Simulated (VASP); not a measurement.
Runs of VASP 6.6.1 on SrO. The structure is that of space group Fm-3m (No. 225), or close to it. The cells are those of the table. 

```tsv
cell	gap on the mesh (eV)	pressure (GPa)
a = 3.655, b = 3.655, c = 3.582 Å, angles 60.7, 60.7, 58.7°, 2 atoms	(a)	(b)
a = 3.617, b = 3.617, c = 3.654 Å, angles 59.7, 59.7, 60.7°, 2 atoms	2.99	-3.1
a = 3.629 Å, angles 60.0°, 2 atoms	3.10	-3.2
a = 3.642, b = 3.642, c = 3.605 Å, angles 60.3, 60.3, 59.3°, 2 atoms	3.05	-3.1
```

Alike in all rows: task single point; level LDA; potentials or basis VASP PAW LDA potentials, release 64 (Sr_sv, O); no spin polarisation; k mesh 6 × 6 × 6; cutoff (eV) 600; smearing fermi-dirac 0.05 eV.

Question: Estimate the missing entries.

Answer: (a) 3.01; (b) -2.9.

Caveats: the cell stands under tension (at least some runs).

A k mesh can miss the band edges, and the runs leave out spin-orbit coupling on Sr.
